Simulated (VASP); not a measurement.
# TlI2 (Fm-3m) in VASP: a series of runs, part 2 of 2

VASP 6.6.1.

## Step 5: Relaxation of cell and atoms, PBE

The input, INCAR:

```
SYSTEM = TlI2
ALGO = Fast
EDIFF = 1E-7
EDIFFG = -0.01
ENCUT = 600
GGA = PE
IBRION = 2
ISIF = 3
ISMEAR = 0
LASPH = .TRUE.
LCHARG = .FALSE.
LREAL = .FALSE.
LWAVE = .FALSE.
NELM = 80
NSW = 100
PREC = Accurate
SIGMA = 0.1
```

The input, KPOINTS:

```
k-points
0
G
  10 10 10
  0 0 0
```

The input, POSCAR:

```
TlI2
1.0
    0.0000000000      4.0444861574      4.0444861574
    4.0444861574      0.0000000000      4.0444861574
    4.0444861574      4.0444861574      0.0000000000
Tl I
1 2
Direct
    0.0000000000      0.0000000000      0.0000000000
    0.2500000000      0.2500000000      0.2500000000
    0.7500000000      0.7500000000      0.7500000000
```

Potentials or basis: VASP PAW PBE potentials, release 64 (Tl_d, I).

Started as:

```console
$ cat potpaw_PBE.64/Tl_d/POTCAR potpaw_PBE.64/I/POTCAR > POTCAR
$ mpirun -np 1 vasp_std > vasp.out
```

OUTCAR:

```text
SYSTEM = TlI2
   EDIFF = 1E-7
   EDIFFG = -0.01
   ENCUT = 600
   GGA = PE
   IBRION = 2
   ISIF = 3
   ISMEAR = 0
   LASPH = .TRUE.
   LREAL = .FALSE.
   NELM = 80
   NSW = 100
   PREC = Accurate

 ion  position               nearest neighbor table
   1  0.000  0.000  0.000-   3 3.50   3 3.50   3 3.50   2 3.50   3 3.50   2 3.50   2 3.50   2 3.50

   2  0.250  0.250  0.250-   1 3.50   1 3.50   1 3.50   1 3.50
   3  0.750  0.750  0.750-   1 3.50   1 3.50   1 3.50   1 3.50

  LATTYP: Found a face centered cubic cell.
 ALAT       =     8.0889723148

  Lattice vectors:

 A1 = (   0.0000000000,   4.0444861574,   4.0444861574)
 A2 = (   4.0444861574,   0.0000000000,   4.0444861574)
 A3 = (   4.0444861574,   4.0444861574,   0.0000000000)

Analysis of symmetry for initial positions (statically):
=====================================================================
 Subroutine PRICEL returns:
 Original cell was already a primitive cell.

 Routine SETGRP: Setting up the symmetry group for a
 face centered cubic supercell.

 Subroutine GETGRP returns: Found 48 space group operations
 (whereof 48 operations were pure point group operations)
 out of a pool of 48 trial point group operations.

The static configuration has the point symmetry O_h .

Analysis of symmetry for dynamics (positions and initial velocities):
=====================================================================
 Subroutine PRICEL returns:
 Original cell was already a primitive cell.

 Routine SETGRP: Setting up the symmetry group for a
 face centered cubic supercell.

 Subroutine GETGRP returns: Found 48 space group operations
 (whereof 48 operations were pure point group operations)
 out of a pool of 48 trial point group operations.

The dynamic configuration has the point symmetry O_h .

 Subroutine INISYM returns: Found 48 space group operations
 (whereof 48 operations are pure point group operations),
 and found     1 'primitive' translations

[... 121 lines left out ...]
   GGA     = PE    functional components
   LHFCALC =     F    Hartree Fock is set to
   AEXX    =    0.0000 exact exchange contribution
   IVDW    =     0    specifies the selected vdW correction
   LEPSILON=     F    determine dielectric tensor
   LRPA    =     F    only Hartree local field effects (RPA)
 conjugate gradient relaxation of ions
 non-spin polarized calculation
 RMM-DIIS sequential band-by-band and
 Gauss-broadening in eV      SIGMA  =   0.10
  energy-cutoff  :      600.00
  volume of cell :      132.32
 maximum number of plane-waves:      4477
 NGX is ok and might be reduce to    48
   NGX = 23   NGY = 23   NGZ = 23

--------------------------------------- Ionic step        1  -------------------------------------------

 number of electron      26.9999999 magnetization

 Free energy of the ion-electron system (eV)
  ---------------------------------------------------
  ext. energy  EPLUGINS =         0.00000000
  ---------------------------------------------------
  free energy    TOTEN  =        -5.92729057 eV

  energy without entropy =       -5.88889040  energy(sigma->0) =       -5.90809048

------------------------ aborting loop because EDIFF is reached ----------------------------------------

  FORCE on cell =-STRESS in cart. coord.  units (eV):
  Direction    XX          YY          ZZ          XY          YZ          ZX
  --------------------------------------------------------------------------------------
  -------------------------------------------------------------------------------------
  Total        0.2185759      0.2185759      0.2185759      0.0000000      0.0000000      0.0000000
  in kB        2.6466280      2.6466280      2.6466280      0.0000000      0.0000000      0.0000000
  external PRESSURE =       2.6466280 kB  Pullay stress =       0.0000000 kB
[... 61 lines left out ...]
--------------------------------------- Ionic step        3  -------------------------------------------

 number of electron      27.0000000 magnetization

 Free energy of the ion-electron system (eV)
  ---------------------------------------------------
  ext. energy  EPLUGINS =         0.00000000
  ---------------------------------------------------
  free energy    TOTEN  =        -5.92960153 eV

  energy without entropy =       -5.88958619  energy(sigma->0) =       -5.90959386

 E-fermi :   1.4963     XC(G=0):  -7.7299

 val. band max:        1.4862629244   @ k =   0.3000   0.1000   0.0000
 cond. band min:       1.5021609226   @ k =   0.5000   0.5000   0.0000
 fundamental gap:      0.0158979982
 Fermi energy:         1.4962510466

 k-point     1 :       0.0000    0.0000    0.0000
  band No.  band energies     occupation
      1     -10.1669      2.00000
      2      -9.3303      2.00000
      3      -8.3510      2.00000
      4      -8.3510      2.00000
      5      -8.3510      2.00000
      6      -8.3179      2.00000
[... 457 lines left out ...]
      4      -8.3350      2.00000
      5      -8.3209      2.00000
      6      -8.3157      2.00000
[... 9 lines left out ...]
     16       6.6560      0.00000
     17       6.6730      0.00000

 [... further k-points ...]
[... 5 lines left out ...]
  --------------------------------------------------------------------------------------
  -------------------------------------------------------------------------------------
  Total       -0.0077956     -0.0077956     -0.0077956      0.0000000     -0.0000000     -0.0000000
  in kB       -0.0922971     -0.0922971     -0.0922971      0.0000000     -0.0000000     -0.0000000
  external PRESSURE =      -0.0922971 kB  Pullay stress =       0.0000000 kB
[... 18 lines left out ...]
  FREE ENERGIE OF THE ION-ELECTRON SYSTEM (eV)
  ---------------------------------------------------
  free  energy   TOTEN  =        -5.9296015334 eV

  energy  without entropy=       -5.8895861939  energy(sigma->0) =       -5.90959386

 reached required accuracy - stopping structural energy minimisation
```

Run time: 10 min. Hardware: 1 thread of Oxide Virtual Turin-like, shared host; peak memory 0.39 GiB.

Results:

- Free energy: -5.9296 eV
- Relaxed volume: 45.11 Å³/atom
- Relaxed cell: a = 5.763 Å, b = 5.763 Å, c = 5.763 Å, α = 60.00°, β = 60.00°, γ = 60.00°
- Space group after relaxing (to 0.1 Å): Fm-3m (No. 225)
- Energy gained by relaxing: 0.8 meV/atom
- Ionic steps: 3
- Pressure after relaxing: 0.0 GPa
- Band gap on the k mesh: zero (an odd number of electrons rules out a gap without spin polarisation)

Step by step:
```tsv
step	energy change (eV)	largest force (eV/Å)	pressure (GPa)	volume (Å³)
1	0.0000	0.0000	0.26	132.32
2	-0.0017	0.0000	0.14	133.72
3	-0.0023	0.0000	-0.01	135.32
```

Final structure:
```yaml
crystal:
  lattice:
    - [0.00000, 4.07488, 4.07488]
    - [4.07488, 0.00000, 4.07488]
    - [4.07488, 4.07488, 0.00000]
  atoms:
    - { symbol: Tl, position: [0.00000, 0.00000, 0.00000] }
    - { symbol: I, position: [0.25000, 0.25000, 0.25000] }
    - { symbol: I, position: [0.75000, 0.75000, 0.75000] }
```

Levels at points of the mesh, in eV from the Fermi level:
| k point | band 12 | band 13 | band 14 | band 15 | band 16 | band 17 |
| --- | --- | --- | --- | --- | --- | --- |
| (0.00, 0.00, 0.00) | -0.53 | -0.53 | -0.53 | 3.54 | 3.54 | 3.54 |
| (0.50, 0.00, 0.00) | -1.04 | -1.04 | 0.19 | 4.73 | 4.73 | 5.24 |
| (0.50, 0.50, 0.00) | 0.01 | 0.01 | 0.19 | 3.68 | 5.62 | 5.62 |

Caveat: spin-orbit coupling is left out, which moves the levels of the heavy elements; an odd number of electrons without spin polarisation forces a metal; a magnetic or distorted state may lie lower.

## Step 6: Overview

| task | cell | k mesh | cutoff (eV) | gap on the mesh (eV) | pressure (GPa) | relaxed volume (Å³/atom) |
| --- | --- | --- | --- | --- | --- | --- |
| single point | a = 5.720 Å, angles 60.0°, 3 atoms | 4 × 4 × 4 | 520 | none | 0.3 | - |
| relaxation of cell and atoms | relaxed from a = 5.406 Å, angles 60.0°, 3 atoms | 4 × 4 × 4 | 600 | none | 0.0 | 45.36 |
| single point | a = 5.760 Å, angles 60.0°, 3 atoms | 10 × 10 × 10 | 520 | none | 0.0 | - |
| relaxation of cell and atoms | relaxed from a = 5.720 Å, angles 60.0°, 3 atoms | 10 × 10 × 10 | 600 | none | 0.0 | 45.11 |

Alike in all rows: level PBE; potentials or basis VASP PAW PBE potentials, release 64 (Tl_d, I); no spin polarisation; smearing gaussian 0.1 eV.

Caveats: spin-orbit coupling is left out, which moves the levels of the heavy elements; an odd number of electrons without spin polarisation forces a metal; a magnetic or distorted state may lie lower; the volume moved by over 15 % at a fixed basis, so the end points are rough (at least some runs).

Absolute energies hang on the potentials; compare differences alone.

The gap in the log of VASP goes by the Fermi energy; the results here count the filled bands.